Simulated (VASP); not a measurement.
# PC5 (P-31m) in VASP: single point with PBE

Aim: the single point of PC5 with PBE.

All numbers are computed with VASP 6.6.1; they aren't measurements. Logs are shortened: lines on timing, memory, paths and dates and some standing lists are left out, and cuts for length are marked.

## 1. The cell of the first run

The structure is trigonal, space group P-31m (No. 162). The conventional cell has a = 4.526 Å, b = 4.526 Å, c = 7.686 Å, α = 90.00°, β = 90.00°, γ = 120.00°. P (site symmetry 3m) has 3 C at 1.75 Å and 1 P at 2.37 Å within 2.4 Å. Within 1.9 Å of C (site symmetry 3) lie 3 C at 1.44 Å. C (site symmetry m) has 2 C at 1.44 Å and 1 P at 1.75 Å within 1.9 Å.

## 2. Single point, PBE

The input, INCAR:

```
SYSTEM = PC5
PREC = Accurate
ENCUT = 520
EDIFF = 1E-6
ISMEAR = 0
SIGMA = 0.1
LREAL = .False.
LASPH = .True.
NELM = 80
ALGO = Normal
ISIF = 2
LWAVE = .False.
LCHARG = .False.
GGA = PE
NBANDS = 37
```

The input, KPOINTS:

```
regular mesh
0
Gamma
  12 12 4
  0 0 0
```

The input, POSCAR:

```
PC5
1.0
    4.5258427263      0.0000000000      0.0000000000
   -2.2629213631      3.9194947745      0.0000000000
    0.0000000000      0.0000000000      7.6858527279
P C
2 10
Direct
    0.0000000000      0.0000000000      0.3460210680
    0.0000000000      0.0000000000      0.6539789320
    0.6666666667      0.3333333333      0.2707564160
    0.6323998411      0.6323998411      0.2759929979
    0.3333333333      0.6666666667      0.2707564160
    0.0000000000      0.3676001589      0.2759929979
    0.3676001589      0.0000000000      0.2759929979
    0.3333333333      0.6666666667      0.7292435840
    0.0000000000      0.6323998411      0.7240070021
    0.6666666667      0.3333333333      0.7292435840
    0.6323998411      0.0000000000      0.7240070021
    0.3676001589      0.3676001589      0.7240070021
```

Potentials or basis: VASP PAW PBE potentials, release 64 (P, C).

The run is started by

```console
> cat potpaw_PBE.64/P/POTCAR potpaw_PBE.64/C/POTCAR > POTCAR
> mpirun -np 1 vasp_std > vasp.out
```

OUTCAR:

```text
SYSTEM = PC5
   PREC = Accurate
   ENCUT = 520
   EDIFF = 1E-6
   ISMEAR = 0
   LREAL = .False.
   LASPH = .True.
   NELM = 80
   ISIF = 2
   GGA = PE

 ion  position               nearest neighbor table
   1  0.000  0.000  0.346-   6 1.75   7 1.75   4 1.75   2 2.37
   2  0.000  0.000  0.654-   9 1.75  11 1.75  12 1.75   1 2.37
   3  0.667  0.333  0.271-   6 1.44   7 1.44   4 1.44
   4  0.632  0.632  0.276-   3 1.44   5 1.44   1 1.75
   5  0.333  0.667  0.271-   7 1.44   6 1.44   4 1.44
   6  0.000  0.368  0.276-   3 1.44   5 1.44   1 1.75
   7  0.368  0.000  0.276-   5 1.44   3 1.44   1 1.75
   8  0.333  0.667  0.729-   9 1.44  11 1.44  12 1.44
   9  0.000  0.632  0.724-   8 1.44  10 1.44   2 1.75
  10  0.667  0.333  0.729-  11 1.44   9 1.44  12 1.44
  11  0.632  0.000  0.724-  10 1.44   8 1.44   2 1.75
  12  0.368  0.368  0.724-   8 1.44  10 1.44   2 1.75

  LATTYP: Found a hexagonal cell.
 ALAT       =     4.5258427263
 C/A-ratio  =     1.6982147177

  Lattice vectors:

 A1 = (   4.5258427263,   0.0000000000,   0.0000000000)
 A2 = (  -2.2629213631,   3.9194947745,   0.0000000000)
 A3 = (   0.0000000000,   0.0000000000,   7.6858527279)

Analysis of symmetry for initial positions (statically):
=====================================================================
 Subroutine PRICEL returns:
 Original cell was already a primitive cell.

 Routine SETGRP: Setting up the symmetry group for a
 hexagonal supercell.

 Subroutine GETGRP returns: Found 12 space group operations
 (whereof 12 operations were pure point group operations)
 out of a pool of 24 trial point group operations.

The static configuration has the point symmetry D_3d.

Analysis of symmetry for dynamics (positions and initial velocities):
=====================================================================
 Subroutine PRICEL returns:
 Original cell was already a primitive cell.

 Routine SETGRP: Setting up the symmetry group for a
 hexagonal supercell.

 Subroutine GETGRP returns: Found 12 space group operations
 (whereof 12 operations were pure point group operations)
 out of a pool of 24 trial point group operations.

The dynamic configuration has the point symmetry D_3d.

 Subroutine INISYM returns: Found 12 space group operations
 (whereof 12 operations are pure point group operations),
 and found     1 'primitive' translations

----------------------------------------------------------------------------------------

                                     Primitive cell

  volume of cell :     136.3395

  direct lattice vectors                    reciprocal lattice vectors
     4.525842726  0.000000000  0.000000000     0.220953325  0.127567462  0.000000000
    -2.262921363  3.919494774  0.000000000     0.000000000  0.255134924  0.000000000
     0.000000000  0.000000000  7.685852728     0.000000000  0.000000000  0.130109181

  length of vectors
     4.525842726  4.525842726  7.685852728     0.255134924  0.255134924  0.130109181

  position of ions in fractional coordinates (direct lattice)
     0.000000000  0.000000000  0.346021068
     0.000000000  0.000000000  0.653978932
     0.666666667  0.333333333  0.270756416
     0.632399841  0.632399841  0.275992998
     0.333333333  0.666666667  0.270756416
     1.000000000  0.367600159  0.275992998
     0.367600159  0.000000000  0.275992998
     0.333333333  0.666666667  0.729243584
     1.000000000  0.632399841  0.724007002
     0.666666667  0.333333333  0.729243584
     0.632399841  0.000000000  0.724007002
     0.367600159  0.367600159  0.724007002

  ion indices of the primitive-cell ions
   primitive index   ion index
                 1           1
                 2           2
                 3           3
                 4           4
                 5           5
                 6           6
                 7           7
                 8           8
                 9           9
                10          10
                11          11
                12          12

----------------------------------------------------------------------------------------

 KPOINTS: regular mesh

Automatic generation of k-mesh.
 Grid dimensions read from file:
 generate k-points for:   12   12    4

 Generating k-lattice:

  Cartesian coordinates                     Fractional coordinates (reciprocal lattice)
     0.018412777  0.010630622  0.000000000     0.083333333 -0.000000000  0.000000000
     0.000000000  0.021261244  0.000000000     0.000000000  0.083333333  0.000000000
     0.000000000  0.000000000  0.032527295     0.000000000  0.000000000  0.250000000

  Length of vectors
     0.021261244  0.021261244  0.032527295

  Shift w.r.t. Gamma in fractional coordinates (k-lattice)
     0.000000000  0.000000000  0.000000000

 Subroutine IBZKPT returns following result:
 ===========================================

 Found     69 irreducible k-points:

 Following reciprocal coordinates:
            Coordinates               Weight
  0.000000  0.000000  0.000000      1.000000
  0.083333  0.000000  0.000000      6.000000
  0.166667  0.000000  0.000000      6.000000
  0.250000  0.000000  0.000000      6.000000
  0.333333  0.000000  0.000000      6.000000
  0.416667  0.000000  0.000000      6.000000
[... 16 lines left out ...]
  0.250000  0.000000  0.250000     12.000000
  0.333333  0.000000  0.250000     12.000000
 [... further k-points ...]
   k-points           NKPTS =     69   k-points in BZ     NKDIM =     69   number of bands    NBANDS=     37
   number of dos      NEDOS =    301   number of ions     NIONS =     12
   total plane-waves  NPLWV =  77760
   dimension x,y,z NGX =    36 NGY =   36 NGZ =   60
   dimension x,y,z NGXF=    72 NGYF=   72 NGZF=  120
   ions per type =               2  10
   NGX,Y,Z   is equivalent  to a cutoff of  13.22, 13.22, 12.98 a.u.
   NGXF,Y,Z  is equivalent  to a cutoff of  26.45, 26.45, 25.96 a.u.
 SYSTEM =  PC5
   PREC   = accura    normal or accurate (medium, high low for compatibility)
   ISTART =      0    job   : 0-new  1-cont  2-samecut
   ICHARG =      2    charge: 1-file 2-atom 10-const
   ISPIN  =      1    spin polarized calculation?
   LNONCOLLINEAR =      F non collinear calculations
   LSORBIT =      F    spin-orbit coupling
   LASPH  =      T    aspherical Exc in radial PAW
   ENCUT  =  520.0 eV  38.22 Ry    6.18 a.u.   8.42  8.42 14.29*2*pi/ulx,y,z
   NELM   =     80;   NELMIN=  2; NELMDL= -5     # of ELM steps
   EDIFF  = 0.1E-05   stopping-criterion for ELM
   LREAL  =      F    real-space projection
   EDIFFG = 0.1E-04   stopping-criterion for IOM
   NSW    =      0    number of steps for IOM
   IBRION =     -1    ionic relax: 0-MD 1-quasi-New 2-CG
   NFREE  =      0    steps in history (QN), initial steepest desc. (CG)
   ISIF   =      2    stress and relaxation
   ISYM   =      2    0-nonsym 1-usesym 2-fastsym
   POTIM  = 0.5000    time-step for ionic-motion
   TEBEG  =    0.0;   TEEND  =   0.0 temperature during run
   PSTRESS=    0.0 pullay stress
   NELECT =      50.0000    total number of electrons
   NUPDOWN=      -1.0000    fix difference up-down
   EMIN   =  10.00;   EMAX   =-10.00  energy-range for DOS
   EFERMI =   0.00;   METHOD = LEGACY
   ISMEAR =     0;   SIGMA  =   0.10  broadening in eV -4-tet -1-fermi 0-gaus
   EFERMI_NEDOS =   21; number of points for ismear=-14 and -15
   IALGO  =     38    algorithm
   IMIX   =      4    mixing-type and parameters
     AMIX     =   0.40;   BMIX     =  1.00
     AMIX_MAG =   1.60;   BMIX_MAG =  1.00
  volume/ion in A,a.u.               =      11.36        76.67
  Fermi-wavevector in a.u.,A,eV,Ry     =   1.171811  2.214402 18.682723  1.373141
  Thomas-Fermi vector in A             =   2.308249
   LORBIT       =      0    0 simple, 1 ext, 2 COOP (PROOUT), +10 PAW based schemes
   GGA     = PE    functional components
   LHFCALC =     F    Hartree Fock is set to
   AEXX    =    0.0000 exact exchange contribution
   IVDW    =     0    specifies the selected vdW correction
   LEPSILON=     F    determine dielectric tensor
   LRPA    =     F    only Hartree local field effects (RPA)
 non-spin polarized calculation
 Gauss-broadening in eV      SIGMA  =   0.10
  energy-cutoff  :      520.00
  volume of cell :      136.34
 maximum number of plane-waves:      3719
 NGX is ok and might be reduce to    36
   NGX = 17   NGY = 17   NGZ = 29

 number of electron      50.0000001 magnetization

 Free energy of the ion-electron system (eV)
  ---------------------------------------------------
  ext. energy  EPLUGINS =         0.00000000
  ---------------------------------------------------
  free energy    TOTEN  =       -98.92479380 eV

  energy without entropy =      -98.92103534  energy(sigma->0) =      -98.92291457

 E-fermi :   4.4896     XC(G=0):  -9.4788

 val. band max:        4.4657510139   @ k =   0.3333   0.2500   0.5000
 cond. band min:       4.4929271433   @ k =  -0.3333  -0.3333   0.2500
 fundamental gap:      0.0271761294
 Fermi energy:         4.4895597085

 k-point     1 :       0.0000    0.0000    0.0000
  band No.  band energies     occupation
      1     -14.6210      2.00000
      2     -14.2864      2.00000
      3      -8.9317      2.00000
      4      -8.8415      2.00000
      5      -8.1401      2.00000
      6      -8.1401      2.00000
[... 29 lines left out ...]
     36      12.8394      0.00000
     37      12.8398      0.00000

 k-point     2 :       0.0833    0.0000    0.0000
  band No.  band energies     occupation
      1     -14.5700      2.00000
      2     -14.2370      2.00000
      3      -9.2925      2.00000
      4      -9.1988      2.00000
      5      -8.5997      2.00000
      6      -8.3158      2.00000
[... 29 lines left out ...]
     36      12.7686      0.00000
     37      13.0056      0.00000
[... 838 lines left out ...]
     36      12.1447      0.00000
     37      12.7672      0.00000

 k-point    24 :       0.3333    0.0000    0.2500
  band No.  band energies     occupation
      1     -13.8077      2.00000
      2     -13.5182      2.00000
      3     -11.4719      2.00000
      4     -11.2196      2.00000
      5      -9.6643      2.00000
      6      -9.2971      2.00000
[... 29 lines left out ...]
     36      12.1198      0.00000
     37      12.1916      0.00000

 [... further k-points ...]

------------------------ aborting loop because EDIFF is reached ----------------------------------------

  FORCE on cell =-STRESS in cart. coord.  units (eV):
  Direction    XX          YY          ZZ          XY          YZ          ZX
  --------------------------------------------------------------------------------------
  -------------------------------------------------------------------------------------
  Total        0.0813920      0.0813920     -0.1243872      0.0000000     -0.0000000      0.0000000
  in kB        0.9564687      0.9564687     -1.4617215      0.0000000     -0.0000000      0.0000000
  external PRESSURE =       0.1504053 kB  Pullay stress =       0.0000000 kB

 VOLUME and BASIS-vectors are now :
 -----------------------------------------------------------------------------
  energy-cutoff  :      520.00
  volume of cell :      136.34
      direct lattice vectors                 reciprocal lattice vectors
     4.525842726  0.000000000  0.000000000     0.220953325  0.127567462  0.000000000
    -2.262921363  3.919494774  0.000000000     0.000000000  0.255134924  0.000000000
     0.000000000  0.000000000  7.685852728     0.000000000  0.000000000  0.130109181

 POSITION                                       TOTAL-FORCE (eV/Angst)
 -----------------------------------------------------------------------------------
      0.00000      0.00000      2.65947         0.000000     -0.000000     -0.037949
      0.00000      0.00000      5.02639        -0.000000      0.000000      0.037949
      2.26292      1.30650      2.08099        -0.000000      0.000000     -0.002753
      1.43107      2.47869      2.12124         0.032566      0.056405      0.017000
     -0.00000      2.61300      2.08099         0.000000     -0.000000     -0.002753
     -0.83185      1.44081      2.12124         0.032566     -0.056405      0.017000
      1.66370      0.00000      2.12124        -0.065131     -0.000000      0.017000
     -0.00000      2.61300      5.60486         0.000000     -0.000000      0.002753
     -1.43107      2.47869      5.56461        -0.032566      0.056405     -0.017000
      2.26292      1.30650      5.60486        -0.000000      0.000000      0.002753
      2.86214      0.00000      5.56461         0.065131      0.000000     -0.017000
      0.83185      1.44081      5.56461        -0.032566     -0.056405     -0.017000
 -----------------------------------------------------------------------------------
    total drift:                               -0.000000      0.000000      0.000000

  FREE ENERGIE OF THE ION-ELECTRON SYSTEM (eV)
  ---------------------------------------------------
  free  energy   TOTEN  =       -98.9247938002 eV

  energy  without entropy=      -98.9210353365  energy(sigma->0) =      -98.92291457
```

Run time: 3.3 min. Hardware: 1 thread of Intel Xeon Platinum 8488C (Sapphire Rapids), shared host; peak memory 0.42 GiB.

What came out:

- Free energy: -98.9248 eV
- Pressure: 0.0 GPa
- Largest force: 0.067 eV/Å
- Band gap on the k mesh: zero (bands 25 and 26 overlap by 0.46 eV)

Forces in eV/Å, atoms in the order of the input:
```
P    0.000  0.000 -0.038
P    0.000  0.000  0.038
C    0.000  0.000 -0.003
C    0.033  0.056  0.017
C    0.000  0.000 -0.003
C    0.033 -0.056  0.017
C   -0.065  0.000  0.017
C    0.000  0.000  0.003
C   -0.033  0.056 -0.017
C    0.000  0.000  0.003
C    0.065  0.000 -0.017
C   -0.033 -0.056 -0.017
```

Stress tensor (GPa, compression positive):
```
 0.10  0.00  0.00
 0.00  0.10  0.00
 0.00  0.00 -0.15
```

Levels at points of the mesh, in eV from the Fermi level:
| k point | band 22 | band 23 | band 24 | band 25 | band 26 | band 27 | band 28 | band 29 |
| --- | --- | --- | --- | --- | --- | --- | --- | --- |
| (0.00, 0.00, 0.00) | -0.95 | -0.47 | -0.47 | -0.40 | -0.40 | -0.22 | 2.01 | 3.90 |
| (0.50, 0.00, 0.00) | -3.85 | -3.78 | -1.92 | -0.16 | 0.90 | 2.65 | 3.14 | 4.14 |
| (0.00, 0.00, 0.50) | -0.81 | -0.45 | -0.45 | -0.39 | -0.39 | -0.39 | 1.88 | 3.83 |
| (0.50, 0.00, 0.50) | -4.09 | -3.63 | -1.93 | -0.20 | 0.82 | 2.81 | 3.32 | 4.16 |

Caveat: this functional lacks dispersion, which binds the layers, so the pressure and a relaxed spacing across them are unreliable.
